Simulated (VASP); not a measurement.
Bi2H3:

```
Bi H
1.0
     2.43747   -2.92927    0.00000
     2.43747    2.92927    0.00000
     0.00000    0.00000    6.54191
Bi H
2 3
Direct
  0.50000 0.50000 0.00000
  0.50000 0.50000 0.50000
  0.91535 0.91535 0.00000
  0.08465 0.08465 0.00000
  0.00000 0.00000 0.50000
```

The cell was built from a structure type or drawn by symmetry, and may not be a known phase.

| Quantity | Value |
| --- | --- |
| Program | VASP 6.6.1 |
| Task | relaxation of cell and atoms |
| Functional | PBE |
| Potentials or basis | VASP PAW PBE potentials, release 64 (Bi_d, H) |
| Cutoff | 600 eV |
| k mesh | 10 × 10 × 6 |
| Occupations | gaussian, width 0.1 eV |
| Spin | no spin polarisation |

At the start: pressure -0.3 GPa; volume 18.68 Å³/atom.

Q: How do energy, volume and symmetry change on relaxing?

A: Over 30 steps the energy falls by 9.7 meV/atom and the volume is 17.83 Å³/atom (-4.6 %); space group Cmmm (No. 65, to 0.1 Å) before and after.

Step by step:
```csv
step,energy change (eV),largest force (eV/Å),pressure (GPa),volume (Å³)
1,0.0000,0.0381,-0.30,93.42
2,-0.0044,0.0221,-0.22,92.94
3,-0.0061,0.0075,-0.12,92.45
4,-0.0062,0.0041,-0.12,92.34
5,-0.0062,0.0014,-0.09,92.25
6,-0.0070,0.0204,0.01,91.99
7,-0.0094,0.0904,0.23,91.23
8,-0.0146,0.2202,0.77,89.68
9,-0.0030,0.5051,2.06,86.54
10,-0.0153,0.2622,0.98,89.11
11,-0.0153,0.2623,0.96,89.10
12,-0.0155,0.2626,0.97,89.06
13,-0.0158,0.2633,0.97,88.97
14,-0.0163,0.2656,1.06,88.81
15,-0.0171,0.2730,1.15,88.48
16,-0.0176,0.2991,1.38,87.81
17,-0.0192,0.2777,1.35,87.80
18,-0.0237,0.2175,1.28,87.75
19,-0.0315,0.0990,1.13,87.66
20,-0.0389,0.1259,0.86,87.46
21,-0.0391,0.1613,0.82,87.42
22,-0.0412,0.1381,0.74,87.64
23,-0.0459,0.0686,0.41,88.30
24,-0.0478,0.0717,-0.17,89.63
25,-0.0482,0.0324,-0.02,89.25
26,-0.0482,0.0285,0.00,89.21
27,-0.0483,0.0065,-0.03,89.21
28,-0.0483,0.0142,-0.04,89.21
29,-0.0483,0.0103,-0.02,89.18
30,-0.0483,0.0051,0.00,89.13
```

Final structure:
```
Bi H
1.0
     2.55348   -2.67686    0.00000
     2.55348    2.67686    0.00000
     0.00000    0.00000    6.51994
Bi H
2 3
Cartesian
  2.5535 0.0000 0.0000
  2.5535 0.0000 3.2600
  4.6853 0.0000 0.0000
  0.4216 0.0000 0.0000
  0.0000 0.0000 3.2600
```
